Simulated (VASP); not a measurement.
# ZrB2 in VASP: further runs, part 3 of 3

VASP 6.6.1.

## (6) Electric field gradients, LDA (equal xy, yz and zx shear strains of +2 %)

INCAR reads:

```
SYSTEM = ZrB2
  PREC = Accurate
  ENCUT = 520
  EDIFF = 1E-8
  ISMEAR = -1
  SIGMA = 0.05
  LREAL = .FALSE.
  LASPH = .TRUE.
  NELM = 100
  ALGO = Normal
  ISIF = 2
  LWAVE = .FALSE.
  LCHARG = .FALSE.
  GGA = CA
  LEFG = .TRUE.
  NBANDS = 16
```

KPOINTS reads:

```
Automatic mesh
0
G
  12 12 9
  0 0 0
```

POSCAR reads:

```
ZrB2
1.0
    3.1649998255      0.0316499983      0.0316499983
   -1.5550902103      2.7251452528      0.0115847034
    0.0352000000      0.0352000000      3.5200000000
Zr B
1 2
Direct
    0.0000000000      0.0000000000      0.0000000000
    0.3333333333      0.6666666667      0.5000000000
    0.6666666667      0.3333333333      0.5000000000
```

Potentials or basis: VASP PAW LDA potentials, release 64 (Zr_sv, B).

The run is started by

```bash
> cat potpaw_LDA.64/Zr_sv/POTCAR potpaw_LDA.64/B/POTCAR > POTCAR
> mpirun -np 1 vasp_std > vasp.out
```

OUTCAR:

```text
SYSTEM = ZrB2
   PREC = Accurate
   ENCUT = 520
   EDIFF = 1E-8
   ISMEAR = -1
   LREAL = .FALSE.
   LASPH = .TRUE.
   NELM = 100
   ISIF = 2
   GGA = CA

 ion  position               nearest neighbor table
   1  0.000  0.000  0.000-   2 2.51   3 2.51   3 2.51   2 2.51   3 2.52   2 2.52   2 2.54   3 2.54
                             3 2.56   2 2.56   3 2.58   2 2.58
   2  0.333  0.667  0.500-   3 1.81   3 1.83   3 1.84   1 2.51   1 2.51   1 2.52   1 2.54   1 2.56
                             1 2.58
   3  0.667  0.333  0.500-   2 1.81   2 1.83   2 1.84   1 2.51   1 2.51   1 2.52   1 2.54   1 2.56
                             1 2.58

  LATTYP: Found a triclinic cell.
 ALAT       =     3.1927414967
 B/A-ratio  =     2.0277570692
 C/A-ratio  =     0.9827452114
 COS(alpha) =     0.0045490395
 COS(beta)  =     0.5000757388
 COS(gamma) =     0.7291526817

  Lattice vectors:

 A1 = (   1.6099096152,   2.7567952511,   0.0432347017)
 A2 = (   4.7397094407,   2.7532452494,  -3.4451153000)
 A3 = (  -1.5550902103,   2.7251452528,   0.0115847034)

Analysis of symmetry for initial positions (statically):
=====================================================================
 Subroutine PRICEL returns:
 Original cell was already a primitive cell.

 Routine SETGRP: Setting up the symmetry group for a
 triclinic supercell.

 Subroutine GETGRP returns: Found  2 space group operations
 (whereof  2 operations were pure point group operations)
 out of a pool of  2 trial point group operations.

The static configuration has the point symmetry S_2 .

Analysis of symmetry for dynamics (positions and initial velocities):
[... 609 lines left out ...]
      4     -15.8947      2.00000
      5       1.1458      2.00000
      6       3.2936      2.00000
[... 8 lines left out ...]
     15      19.4373      0.00000
     16      20.2557      0.00000

 [... further k-points ...]

------------------------ aborting loop because EDIFF is reached ----------------------------------------

  FORCE on cell =-STRESS in cart. coord.  units (eV):
  Direction    XX          YY          ZZ          XY          YZ          ZX
  --------------------------------------------------------------------------------------
  -------------------------------------------------------------------------------------
  Total       -1.3226883     -1.3274239     -1.0587085     -0.9635517     -0.9378732     -0.9391531
  in kB      -69.4187600    -69.6673001    -55.5642857    -50.5701671    -49.2224752    -49.2896510
  external PRESSURE =     -64.8834486 kB  Pullay stress =       0.0000000 kB

 VOLUME and BASIS-vectors are now :
 -----------------------------------------------------------------------------
  energy-cutoff  :      520.00
  volume of cell :       30.53
      direct lattice vectors                 reciprocal lattice vectors
     3.164999825  0.031649998  0.031649998     0.314211893  0.179324391 -0.004935363
    -1.555090210  2.725145253  0.011584703    -0.003612936  0.364906572 -0.003612936
     0.035200000  0.035200000  3.520000000    -0.002813338 -0.002813338  0.284147176

 POSITION                                       TOTAL-FORCE (eV/Angst)
 -----------------------------------------------------------------------------------
      0.00000      0.00000      0.00000         0.000000     -0.000000      0.000000
      0.03587      1.84491      1.77827         0.040515      0.004708     -0.006977
      1.60924      0.94708      1.78496        -0.040515     -0.004708      0.006977
 -----------------------------------------------------------------------------------
    total drift:                               -0.000000      0.000000     -0.000000

  FREE ENERGIE OF THE ION-ELECTRON SYSTEM (eV)
  ---------------------------------------------------
  free  energy   TOTEN  =       -27.4401767865 eV

  energy  without entropy=      -27.4383779467  energy(sigma->0) =      -27.43927737

 Electric field gradients (V/A^2)
---------------------------------------------------------------------
 ion       V_xx      V_yy      V_zz      V_xy      V_xz      V_yz
---------------------------------------------------------------------
   1     -22.380   -22.113    44.493    10.159    21.029    21.034
   2      -0.891    -0.863     1.753     0.999     0.713     0.713
   3      -0.891    -0.863     1.753     0.999     0.713     0.713
---------------------------------------------------------------------

 Electric field gradients after diagonalization (V/A^2)
 (convention: |V_zz| > |V_xx| > |V_yy|)
----------------------------------------------------------------------
 ion       V_xx      V_yy      V_zz     asymmetry (V_yy - V_xx)/ V_zz
----------------------------------------------------------------------
   1     -32.408   -24.844    57.251       0.132
   2      -1.876    -0.359     2.235       0.679
   3      -1.876    -0.359     2.235       0.679
----------------------------------------------------------------------

           NMR quadrupolar parameters

 Cq : quadrupolar parameter    Cq=e*Q*V_zz/h
 eta: asymmetry parameters     (V_yy - V_xx)/ V_zz
 Q  : nuclear electric quadrupole moment in mb (millibarn)
----------------------------------------------------------------------
 ion       Cq(MHz)       eta       Q (mb)
----------------------------------------------------------------------
   1       0.138       0.132       1.000
   2       0.005       0.679       1.000
   3       0.005       0.679       1.000
----------------------------------------------------------------------
```

stdout:

```text
POSCAR found type information on POSCAR ZrB
 POSCAR found :  2 types and       3 ions
 scaLAPACK will be used
 LDA part: xc-table for (Slater(with rela. corr.)+CA(PZ))
 , standard interpolation
 POSCAR, INCAR and KPOINTS ok, starting setup
 FFT: planning ... GRIDC
 FFT: planning ... GRID_SOFT
 FFT: planning ... GRID
 WAVECAR not read
 entering main loop
ion   1
     0.0000523    -0.4432203    -0.8966011    -0.9927786    -0.8982059    -0.0005406
     0.0000720    -0.4432203    -0.8966011    -0.9927786    -0.8982059    -0.0005406
     0.0000992    -0.4432203    -0.8966011    -0.9927786    -0.8982059    -0.0005406
     0.0001366    -0.4432203    -0.8966011    -0.9927786    -0.8982059    -0.0005406

     0.0000523    -9.5448323   -19.7049885   -35.1093640   -19.7004096     0.1205173
     0.0000720    -9.5446166   -19.7044027   -35.1089108   -19.6998247     0.1205112
     0.0000992    -9.5442776   -19.7034694   -35.1082256   -19.6988926     0.1205014
     0.0001366    -9.5437479   -19.7019897   -35.1072010   -19.6974150     0.1204857
[... 12 lines left out ...]
ion   3
     0.0000257    -0.8260755    -0.5701859    -2.1129461    -0.5701935     0.0123744
     0.0000354    -0.8260755    -0.5701859    -2.1129461    -0.5701935     0.0123744
     0.0000487    -0.8260755    -0.5701859    -2.1129461    -0.5701935     0.0123744
     0.0000671    -0.8260755    -0.5701859    -2.1129461    -0.5701935     0.0123744

     0.0000257    -1.1993279    -0.8454472    -2.4017897    -0.8454921     0.0173200
     0.0000354    -1.1993278    -0.8454471    -2.4017897    -0.8454920     0.0173200
     0.0000487    -1.1993278    -0.8454471    -2.4017896    -0.8454920     0.0173200
     0.0000671    -1.1993276    -0.8454470    -2.4017896    -0.8454919     0.0173200
```

Wall time 4.7 min (1 thread of Intel Xeon 8259CL, shared host); peak memory 0.39 GiB.

Results:

```
Free energy                             : -27.4402 eV
Pressure                                : -6.5 GPa
Largest force                           : 0.041 eV/Å
Band gap on the k mesh                  : zero (bands 9 and 10 overlap by 1.15 eV)
Largest electric field gradient by atom : Zr +57.3; B +2.2 V/Å²
```

Forces on the atoms (eV/Å):
```
Zr   0.000  0.000  0.000
B    0.041  0.005 -0.007
B   -0.041 -0.005  0.007
```

Electric field gradients, principal values (V/Å²):
| atom | least | middle | greatest (by size) |
| --- | --- | --- | --- |
| 1 Zr | -24.844 | -32.408 | 57.251 |
| 2 B | -0.359 | -1.876 | 2.235 |
| 3 B | -0.359 | -1.876 | 2.235 |

Caveat: the cell differs from its parent crystal (equal xy, yz and zx shear strains of +2 %); the cell stands under tension; without QUAD_EFG the Cq values of the log hold for a quadrupole moment of 1 mb, not for the nuclei.

## (7) Summary

```tsv
cell	gap on the mesh (eV)	pressure (GPa)	largest force (eV/Å)
a = 3.197, b = 3.197, c = 3.520 Å, angles 90.0, 90.0, 120.0°, 3 atoms	none	-11.4	-
a = 3.165, b = 3.192, c = 3.520 Å, angles 90.4, 91.1, 120.9°, 3 atoms	none	-6.5	0.05
a = 3.165, b = 3.138, c = 3.520 Å, angles 89.6, 88.8, 119.1°, 3 atoms	none	-6.5	0.04
```

Alike in all rows: task electric field gradients; level LDA; potentials or basis VASP PAW LDA potentials, release 64 (Zr_sv, B); no spin polarisation; k mesh 12 × 12 × 9; cutoff (eV) 520; smearing fermi-dirac 0.05 eV.

Caveats: the cell stands under tension.

Absolute energies hang on the potentials; compare differences alone.
